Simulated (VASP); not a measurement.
Input of a VASP 6.6.1 run:

File INCAR:

```
SYSTEM = Ti
PREC = Accurate
ENCUT = 520
EDIFF = 1E-6
ISMEAR = 0
SIGMA = 0.15
LREAL = .FALSE.
LASPH = .TRUE.
NELM = 60
ALGO = Fast
ISIF = 2
LWAVE = .FALSE.
LCHARG = .FALSE.
GGA = PS
NBANDS = 12
```

File KPOINTS:

```
regular mesh
0
G
  20 20 20
  0 0 0
```

File POSCAR:

```
Ti
1.0
   -1.6049504194      1.6049504194      1.7654454613
    1.6049504194     -1.6049504194      1.7654454613
    1.6049504194      1.6049504194     -1.7654454613
Ti
1
Direct
    0.0000000000      0.0000000000      0.0000000000
```

Potentials or basis: VASP PAW PBE potentials, release 64 (Ti_sv).

Launch:

```bash
$ cat potpaw_PBE.64/Ti_sv/POTCAR > POTCAR
$ mpirun -np 1 vasp_std > vasp.out
```

Estimate the band gap on the k mesh.

zero (band 6 reaches 8.45 eV, above the bottom of band 7 at 6.97 eV).

What does it give for the pressure?

-9.1 GPa.

Stress tensor (GPa, compression positive):
```
-9.76  0.00  0.00
 0.00 -9.76  0.00
 0.00  0.00 -7.70
```

Caveat: the cell differs from its parent crystal (engineering shear strain xy +0.0000, normal strain along z +0.1000); the PAW data sets were made with another functional, which shifts forces and pressure a little.
